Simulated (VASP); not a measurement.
# ZnSnN (P4/mmm) in VASP: notebook

Runs on ZnSnN. Level: PBE. Tasks: relaxation of cell and atoms, single point.

All numbers are computed with VASP 6.6.1; they aren't measurements. Logs are shortened: lines on timing, memory, paths and dates and some standing lists are left out, and cuts for length are marked.

## Step 1: The cell of the first run

Symmetry: P4/mmm, No. 123, tetragonal system. The conventional cell has a = 3.809 Å, b = 3.809 Å, c = 3.716 Å, α = 90.00°, β = 90.00°, γ = 90.00°. Zn (site symmetry 4/mmm) has 2 N at 1.86 Å within 2.5 Å. Within 3.9 Å of Sn (site symmetry 4/mmm) lie 4 N at 2.69 Å and 8 Zn at 3.27 Å and 6 Sn at 3.72 to 3.81 Å. Within 2.5 Å of N (site symmetry 4/mmm) lie 2 Zn at 1.86 Å.

The cell was generated, and may not be a known phase.

## Step 2: Relaxation of cell and atoms, PBE

INCAR

```
PREC     = Accurate       # precision mode
ENCUT    = 600            # plane-wave cutoff, eV
EDIFF    = 1E-6           # SCF threshold, eV
ISMEAR   = 0              # smearing method
SIGMA    = 0.1            # smearing width, eV
LREAL    = False          # projectors in reciprocal space
LASPH    = True           # aspherical terms in the spheres
NELM     = 80             # most SCF steps
ALGO     = Normal         # electronic algorithm
ISIF     = 3              # what is computed and relaxed
LWAVE    = False          # write WAVECAR
LCHARG   = False          # write CHGCAR
GGA      = PE             # functional
IBRION   = 2              # ionic algorithm
NSW      = 90             # ionic steps
EDIFFG   = -0.04          # ionic threshold
```

KPOINTS

```
Automatic mesh
0
Gamma
  4 4 6
```

POSCAR

```
ZnSnN
1.0
    3.8087697763      0.0000000000      0.0000000000
    0.0000000000      3.8087697763      0.0000000000
    0.0000000000      0.0000000000      3.7159014708
Zn Sn N
1 1 1
Direct
    0.5000000000      0.5000000000      0.5000000000
    0.0000000000      0.0000000000      0.0000000000
    0.5000000000      0.5000000000      0.0000000000
```

Potentials or basis: VASP PAW PBE potentials, release 64 (Zn, Sn_d, N).

Run with:

```
$ cat potpaw_PBE.64/Zn/POTCAR potpaw_PBE.64/Sn_d/POTCAR potpaw_PBE.64/N/POTCAR > POTCAR
$ mpirun -np 1 vasp_std > vasp.out
```

OUTCAR:

```text
PREC = Accurate
   ENCUT = 600
   EDIFF = 1E-6
   ISMEAR = 0
   LREAL = False
   LASPH = True
   NELM = 80
   ISIF = 3
   GGA = PE
   IBRION = 2
   NSW = 90
   EDIFFG = -0.04

 ion  position               nearest neighbor table
   1  0.500  0.500  0.500-   3 1.86   3 1.86   2 3.27   2 3.27   2 3.27   2 3.27   2 3.27   2 3.27
                             2 3.27   2 3.27
   2  0.000  0.000  0.000-   3 2.69   3 2.69   3 2.69   3 2.69   1 3.27   1 3.27   1 3.27   1 3.27
                             1 3.27   1 3.27   1 3.27   1 3.27
   3  0.500  0.500  0.000-   1 1.86   1 1.86   2 2.69   2 2.69   2 2.69   2 2.69

  LATTYP: Found a simple tetragonal cell.
 ALAT       =     3.8087697763
 C/A-ratio  =     0.9756172436

  Lattice vectors:

 A1 = (   3.8087697763,   0.0000000000,   0.0000000000)
 A2 = (   0.0000000000,   3.8087697763,   0.0000000000)
 A3 = (   0.0000000000,   0.0000000000,   3.7159014708)

Analysis of symmetry for initial positions (statically):
=====================================================================
 Subroutine PRICEL returns:
 Original cell was already a primitive cell.

 Routine SETGRP: Setting up the symmetry group for a
 simple tetragonal supercell.

 Subroutine GETGRP returns: Found 16 space group operations
 (whereof 16 operations were pure point group operations)
 out of a pool of 16 trial point group operations.

The static configuration has the point symmetry D_4h.

Analysis of symmetry for dynamics (positions and initial velocities):
=====================================================================
 Subroutine PRICEL returns:
 Original cell was already a primitive cell.

 Routine SETGRP: Setting up the symmetry group for a
 simple tetragonal supercell.

 Subroutine GETGRP returns: Found 16 space group operations
 (whereof 16 operations were pure point group operations)
 out of a pool of 16 trial point group operations.

The dynamic configuration has the point symmetry D_4h.

 Subroutine INISYM returns: Found 16 space group operations
 (whereof 16 operations are pure point group operations),
 and found     1 'primitive' translations

----------------------------------------------------------------------------------------

                                     Primitive cell

  volume of cell :      53.9056

  direct lattice vectors                    reciprocal lattice vectors
[... 77 lines left out ...]
   NGXF,Y,Z  is equivalent  to a cutoff of  26.19, 26.19, 26.84 a.u.
 SYSTEM =  unknown system
   PREC   = accura    normal or accurate (medium, high low for compatibility)
   ISTART =      0    job   : 0-new  1-cont  2-samecut
   ICHARG =      2    charge: 1-file 2-atom 10-const
   ISPIN  =      1    spin polarized calculation?
   LNONCOLLINEAR =      F non collinear calculations
   LSORBIT =      F    spin-orbit coupling
   LASPH  =      T    aspherical Exc in radial PAW
   ENCUT  =  600.0 eV  44.10 Ry    6.64 a.u.   7.61  7.61  7.42*2*pi/ulx,y,z
   NELM   =     80;   NELMIN=  2; NELMDL= -5     # of ELM steps
   EDIFF  = 0.1E-05   stopping-criterion for ELM
   LREAL  =      F    real-space projection
   EDIFFG = -.4E-01   stopping-criterion for IOM
   NSW    =     90    number of steps for IOM
   IBRION =      2    ionic relax: 0-MD 1-quasi-New 2-CG
   NFREE  =      1    steps in history (QN), initial steepest desc. (CG)
   ISIF   =      3    stress and relaxation
   ISYM   =      2    0-nonsym 1-usesym 2-fastsym
   POTIM  = 0.5000    time-step for ionic-motion
   TEBEG  =    0.0;   TEEND  =   0.0 temperature during run
   PSTRESS=    0.0 pullay stress
   NELECT =      31.0000    total number of electrons
   NUPDOWN=      -1.0000    fix difference up-down
   EMIN   =  10.00;   EMAX   =-10.00  energy-range for DOS
   EFERMI =   0.00;   METHOD = LEGACY
   ISMEAR =     0;   SIGMA  =   0.10  broadening in eV -4-tet -1-fermi 0-gaus
   EFERMI_NEDOS =   21; number of points for ismear=-14 and -15
   IALGO  =     38    algorithm
   IMIX   =      4    mixing-type and parameters
     AMIX     =   0.40;   BMIX     =  1.00
     AMIX_MAG =   1.60;   BMIX_MAG =  1.00
  volume/ion in A,a.u.               =      17.97       121.26
  Fermi-wavevector in a.u.,A,eV,Ry     =   1.361395  2.572664 25.216992  1.853397
  Thomas-Fermi vector in A             =   2.487975
   LORBIT       =      0    0 simple, 1 ext, 2 COOP (PROOUT), +10 PAW based schemes
   GGA     = PE    functional components
   LHFCALC =     F    Hartree Fock is set to
   AEXX    =    0.0000 exact exchange contribution
   IVDW    =     0    specifies the selected vdW correction
   LEPSILON=     F    determine dielectric tensor
   LRPA    =     F    only Hartree local field effects (RPA)
 conjugate gradient relaxation of ions
 non-spin polarized calculation
 Gauss-broadening in eV      SIGMA  =   0.10
  energy-cutoff  :      600.00
  volume of cell :       53.91
 maximum number of plane-waves:      1823
   NGX = 15   NGY = 15   NGZ = 15

--------------------------------------- Ionic step        1  -------------------------------------------

 number of electron      31.0000018 magnetization

 Free energy of the ion-electron system (eV)
  ---------------------------------------------------
  ext. energy  EPLUGINS =         0.00000000
  ---------------------------------------------------
  free energy    TOTEN  =       -11.91773356 eV

  energy without entropy =      -11.91433516  energy(sigma->0) =      -11.91603436

------------------------ aborting loop because EDIFF is reached ----------------------------------------

  FORCE on cell =-STRESS in cart. coord.  units (eV):
  Direction    XX          YY          ZZ          XY          YZ          ZX
  --------------------------------------------------------------------------------------
  -------------------------------------------------------------------------------------
  Total        0.1854048      0.1854048     -0.5320926      0.0000000     -0.0000000      0.0000000
  in kB        5.5105876      5.5105876    -15.8148161      0.0000000     -0.0000000      0.0000000
  external PRESSURE =      -1.5978803 kB  Pullay stress =       0.0000000 kB
[... 98 lines left out ...]
--------------------------------------- Ionic step        4  -------------------------------------------

 number of electron      30.9999987 magnetization

 Free energy of the ion-electron system (eV)
  ---------------------------------------------------
  ext. energy  EPLUGINS =         0.00000000
  ---------------------------------------------------
  free energy    TOTEN  =       -11.92230537 eV

  energy without entropy =      -11.91682791  energy(sigma->0) =      -11.91956664

 E-fermi :   5.5553     XC(G=0): -10.4146

 val. band max:        5.5415668694   @ k =   0.2500   0.2500   0.0000
 cond. band min:       5.6199610837   @ k =   0.5000   0.0000   0.3333
 fundamental gap:      0.0783942143
 Fermi energy:         5.5553167795

 k-point     1 :       0.0000    0.0000    0.0000
  band No.  band energies     occupation
      1     -16.1750      2.00000
      2     -16.1195      2.00000
      3     -16.1175      2.00000
      4     -16.0847      2.00000
      5     -16.0847      2.00000
      6     -10.0936      2.00000
[... 547 lines left out ...]
  FREE ENERGIE OF THE ION-ELECTRON SYSTEM (eV)
  ---------------------------------------------------
  free  energy   TOTEN  =       -11.9223053710 eV

  energy  without entropy=      -11.9168279138  energy(sigma->0) =      -11.91956664

 reached required accuracy - stopping structural energy minimisation
```

OSZICAR:

```text
N       E                     dE             d eps       ncg     rms          rms(c)
DAV:   1     0.238799285898E+03    0.23880E+03   -0.17130E+04   912   0.256E+03
DAV:   2     0.154042303475E+02   -0.22340E+03   -0.21616E+03   934   0.487E+02
DAV:   3    -0.132475473173E+02   -0.28652E+02   -0.27324E+02  1108   0.160E+02
DAV:   4    -0.145247860586E+02   -0.12772E+01   -0.12660E+01  1035   0.333E+01
[... 30 lines left out ...]
DAV:   4    -0.119225045714E+02    0.19639E-02   -0.37442E-03  1139   0.775E-01    0.901E-02
DAV:   5    -0.119223283107E+02    0.17626E-03   -0.29884E-04  1310   0.302E-01    0.371E-02
DAV:   6    -0.119223043406E+02    0.23970E-04   -0.10758E-04  1252   0.144E-01    0.114E-02
DAV:   7    -0.119223051375E+02   -0.79689E-06   -0.15589E-05   998   0.679E-02    0.488E-03
DAV:   8    -0.119223053710E+02   -0.23346E-06   -0.18736E-06   579   0.311E-02
   4 F= -.11922305E+02 E0= -.11919567E+02  d E =-.167020E-02
```

CONTCAR:

```text
ZnSnN
   1.00000000000000
     3.8400812349376312    0.0000000000000000    0.0000000000000000
     0.0000000000000000    3.8400812349376312    0.0000000000000000
     0.0000000000000000   -0.0000000000000000    3.6809208828672091
  Zn              Sn              N
     1     1     1
Direct
     0.5000000000000000    0.5000000000000000    0.5000000000000000
     0.0000000000000000    0.0000000000000000    1.0000000000000000
     0.5000000000000000    0.5000000000000000    1.0000000000000000

  0.00000000E+00  0.00000000E+00  0.00000000E+00
  0.00000000E+00  0.00000000E+00  0.00000000E+00
  0.00000000E+00  0.00000000E+00  0.00000000E+00
```

It took 31 s on 1 thread of Intel Xeon 6975P-C (Granite Rapids), shared host; peak memory 0.19 GiB.

What came out:

- Free energy: -11.9223 eV
- Relaxed volume: 18.09 Å³/atom
- Relaxed cell: a = 3.840 Å, b = 3.840 Å, c = 3.681 Å, α = 90.00°, β = 90.00°, γ = 90.00°
- Space group after relaxing (to 0.1 Å): P4/mmm (No. 123)
- Energy gained by relaxing: 1.5 meV/atom
- Ionic steps: 4
- Pressure after relaxing: 0.2 GPa
- Band gap on the k mesh: zero (an odd number of electrons rules out a gap without spin polarisation)

The path:
```
step  energy change (eV)  largest force (eV/Å)  pressure (GPa)  volume (Å³)
   1              0.0000                0.0000           -0.16        53.91
   2             -0.0029                0.0000            0.68        53.76
   3             -0.0029                0.0000            0.66        53.76
   4             -0.0046                0.0000            0.18        54.28
```

Final structure:
```
Zn Sn N
1.0
     3.84008    0.00000    0.00000
     0.00000    3.84008    0.00000
     0.00000    0.00000    3.68092
Zn Sn N
1 1 1
Direct
  0.50000 0.50000 0.50000
  0.00000 0.00000 0.00000
  0.50000 0.50000 0.00000
```

Caveat: the k points lie up to 0.41 Å⁻¹ apart in the final cell, too coarse for converged energies and pressures of a metal; spin-orbit coupling is left out, which moves the levels of the heavy elements.

## Step 3: Relaxation of cell and atoms, PBE

This run uses another cell than the first one, of 15.77 Å³/atom.

INCAR

```
PREC = Accurate
ENCUT = 600
EDIFF = 1E-7
ISMEAR = 0
SIGMA = 0.1
LREAL = False
LASPH = True
NELM = 100
ALGO = Normal
ISIF = 3
LWAVE = False
LCHARG = False
GGA = PE
IBRION = 2
NSW = 90
EDIFFG = -0.04
```

KPOINTS

```
regular mesh
0
Gamma
  6 6 4
```

POSCAR

```
ZnSnN
1.0
    3.5533679400      0.0000000000      0.0000000000
    0.0000000000      3.5533679400      0.0000000000
    0.0000000000      0.0000000000      3.7477224000
Zn Sn N
1 1 1
Direct
    0.5000000000      0.5000000000      0.5000000000
    0.0000000000      0.0000000000      0.0000000000
    0.5000000000      0.5000000000      0.0000000000
```

Potentials or basis: VASP PAW PBE potentials, release 64 (Zn, Sn_d, N).

Run with:

```
$ cat potpaw_PBE.64/Zn/POTCAR potpaw_PBE.64/Sn_d/POTCAR potpaw_PBE.64/N/POTCAR > POTCAR
$ mpirun -np 1 vasp_std > vasp.out
```

Run time: 50 s. Hardware: 1 thread of Intel Xeon 6975P-C (Granite Rapids), shared host; peak memory 0.19 GiB.

The run converged. Its results:

```yaml
Free_energy: -11.7532 eV
Relaxed_volume: 18.03 Å³/atom
Relaxed_cell: a = 3.805 Å, b = 3.805 Å, c = 3.735 Å, α = 90.00°, β = 90.00°, γ = 90.00°
Space_group_after_relaxing_to_0.1_Å: P4/mmm (No. 123)
Energy_gained_by_relaxing: 65.4 meV/atom
Ionic_steps: 5
Pressure_after_relaxing: -0.1 GPa
Band_gap_on_the_k_mesh: zero (an odd number of electrons rules out a gap without spin polarisation)
```

Stress tensor (GPa, compression positive):
```
-0.04  0.00  0.00
 0.00 -0.04  0.00
 0.00  0.00 -0.34
```

Step by step:
```csv
step,energy change (eV),largest force (eV/Å),pressure (GPa),volume (Å³)
1,0.0000,0.0000,9.32,47.32
2,-0.1164,0.0000,-2.44,53.89
3,-0.1291,0.0000,0.03,52.14
4,-0.1768,0.0000,-0.21,53.14
5,-0.1963,0.0000,-0.14,54.08
```

Final structure:
```
Zn Sn N
1.0
     3.80524    0.00000    0.00000
     0.00000    3.80524    0.00000
     0.00000    0.00000    3.73478
Zn Sn N
1 1 1
Direct
  0.50000 0.50000 0.50000
  0.00000 0.00000 0.00000
  0.50000 0.50000 0.00000
```

Levels at points of the mesh, in eV from the Fermi level:
| k point | band 11 | band 12 | band 13 | band 14 | band 15 | band 16 | band 17 | band 18 | band 19 |
| --- | --- | --- | --- | --- | --- | --- | --- | --- | --- |
| (0.00, 0.00, 0.00) | -7.42 | -5.21 | -4.38 | -3.43 | -3.43 | 1.03 | 3.50 | 4.41 | 4.41 |
| (0.50, 0.00, 0.00) | -7.42 | -7.05 | -4.03 | -2.51 | -1.06 | -0.43 | 2.76 | 3.20 | 3.66 |
| (0.50, 0.50, 0.00) | -6.77 | -5.83 | -5.50 | -5.50 | -3.92 | 2.32 | 2.69 | 2.69 | 4.23 |
| (0.00, 0.00, 0.50) | -7.47 | -6.82 | -5.26 | -2.19 | -2.19 | 0.20 | 4.58 | 4.58 | 6.52 |
| (0.50, 0.00, 0.50) | -7.50 | -6.04 | -5.27 | -3.17 | -1.46 | 0.53 | 1.01 | 3.78 | 4.20 |
| (0.50, 0.50, 0.50) | -7.41 | -4.95 | -4.58 | -3.67 | -3.67 | -0.86 | 0.63 | 0.63 | 4.89 |

Caveat: the k points lie up to 0.42 Å⁻¹ apart in the final cell, too coarse for converged energies and pressures of a metal; spin-orbit coupling is left out, which moves the levels of the heavy elements.

## Step 4: Single point, PBE

This run uses another cell than the first one, of 18.31 Å³/atom.

INCAR

```
PREC = Accurate ; ENCUT = 520
EDIFF = 1E-6 ; ISMEAR = 0
SIGMA = 0.1 ; LREAL = False
LASPH = True ; NELM = 80
ALGO = Normal ; ISIF = 2
LWAVE = False ; LCHARG = True
GGA = PE ; LELF = True
LVHAR = True ; NBANDS = 22
```

KPOINTS

```
Automatic mesh
0
Gamma
  12 12 12
```

POSCAR

```
ZnSnN
1.0
    3.8734193480      0.0000000000      0.0000000000
    0.0000000000      3.8734193480      0.0000000000
    0.0000000000      0.0000000000      3.6602260758
Zn Sn N
1 1 1
Direct
    0.5000000000      0.5000000000      0.5000000000
    0.0000000000      0.0000000000      0.0000000000
    0.5000000000      0.5000000000      0.0000000000
```

Run with:

```
$ cat potpaw_PBE.64/Zn/POTCAR potpaw_PBE.64/Sn_d/POTCAR potpaw_PBE.64/N/POTCAR > POTCAR
$ mpirun -np 1 vasp_std > vasp.out
```

Wall time 83 s (1 thread of Intel Xeon 6975P-C (Granite Rapids), shared host); peak memory 0.36 GiB.

It converged, with:

```
Free energy            : -11.8717 eV
Pressure               : 0.4 GPa
Band gap on the k mesh : zero (an odd number of electrons rules out a gap without spin polarisation)
```

Stress tensor (GPa, compression positive):
```
0.01 0.00 0.00
0.00 0.01 0.00
0.00 0.00 1.14
```

Levels at points of the mesh, in eV from the Fermi level:
| k point | band 11 | band 12 | band 13 | band 14 | band 15 | band 16 | band 17 | band 18 | band 19 | band 20 |
| --- | --- | --- | --- | --- | --- | --- | --- | --- | --- | --- |
| (0.00, 0.00, 0.00) | -7.48 | -5.29 | -4.34 | -3.50 | -3.50 | 1.43 | 3.69 | 4.06 | 4.06 | 4.50 |
| (0.50, 0.00, 0.00) | -7.48 | -7.08 | -4.06 | -2.63 | -1.03 | -0.71 | 2.42 | 3.50 | 3.85 | 4.58 |
| (0.50, 0.50, 0.00) | -6.78 | -6.02 | -5.46 | -5.46 | -3.97 | 2.54 | 2.60 | 2.60 | 4.44 | 7.99 |
| (0.00, 0.00, 0.50) | -7.52 | -6.72 | -5.37 | -2.10 | -2.10 | 0.01 | 4.41 | 4.41 | 5.65 | 5.65 |
| (0.50, 0.00, 0.50) | -7.55 | -5.98 | -5.27 | -3.17 | -1.42 | 0.34 | 0.91 | 3.55 | 4.31 | 5.67 |
| (0.50, 0.50, 0.50) | -7.47 | -5.01 | -4.63 | -3.49 | -3.49 | -1.06 | 0.67 | 0.67 | 4.60 | 4.60 |

Caveat: spin-orbit coupling is left out, which moves the levels of the heavy elements.

## Step 5: Overview

```csv
task,cell,k mesh,cutoff (eV),gap on the mesh (eV),pressure (GPa),relaxed volume (Å³/atom)
relaxation of cell and atoms,"relaxed from a = 3.809, b = 3.809, c = 3.716 Å, 3 atoms",4 × 4 × 6,600,none,0.2,18.09
relaxation of cell and atoms,"relaxed from a = 3.553, b = 3.553, c = 3.748 Å, 3 atoms",6 × 6 × 4,600,none,-0.1,18.03
single point,"a = 3.873, b = 3.873, c = 3.660 Å, 3 atoms",12 × 12 × 12,520,none,0.4,-
```

Alike in all rows: level PBE; potentials or basis VASP PAW PBE potentials, release 64 (Zn, Sn_d, N); no spin polarisation; smearing gaussian 0.1 eV.

Caveats: some runs use coarse meshes; spin-orbit coupling is left out, which moves the levels of the heavy elements.

Absolute energies hang on the potentials; compare differences alone.

The gap in the log of VASP goes by the Fermi energy; the results here count the filled bands.